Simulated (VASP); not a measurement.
A run of VASP 6.6.1:

File POSCAR:

```
Ti
1.0
    2.9499978604      0.0000000000      0.0000000000
   -1.4749989302      2.5547730882      0.0000000000
    0.0000000000      0.0000000000      4.6860000000
Ti
2
Direct
    0.3333333333      0.6666666667      0.2500000000
    0.6666666667      0.3333333333      0.7500000000
```

Contents of INCAR.step1:

```
PREC = Accurate
ENCUT = 520
ISMEAR = 0
SIGMA = 0.15
LREAL = F
LASPH = T
NELM = 100
NBANDS = 19
GGA = PE
ALGO = Normal
EDIFF = 1E-4
LWAVE = T
LCHARG = F
```

Contents of INCAR.step2:

```
PREC = Accurate
ENCUT = 520
EDIFF = 1E-6
ISMEAR = 0
SIGMA = 0.15
LREAL = F
LASPH = T
NELM = 100
ALGO = Normal
ISIF = 2
LWAVE = F
LCHARG = F
METAGGA = R2SCAN
LMIXTAU = T
NBANDS = 19
ISTART = 1
```

The input KPOINTS:

```
regular mesh
0
Gamma
  18 18 10
```

Potentials or basis: VASP PAW PBE potentials, release 64 (Ti_sv).

Command:

```console
$ cat potpaw_PBE.64/Ti_sv/POTCAR > POTCAR
$ cp INCAR.step1 INCAR
$ mpirun -np 1 vasp_std > vasp.out
$ cp INCAR.step2 INCAR
$ mpirun -np 1 vasp_std > vasp.out
```

Hardware: 1 thread of Intel Xeon 8259CL, with other jobs on the host.

Q: How long does it take, and how much memory?

A: Run time: 9 min on 1 thread of Intel Xeon 8259CL, with other jobs on the host, peak memory 0.26 GiB. Counts: k points 222.
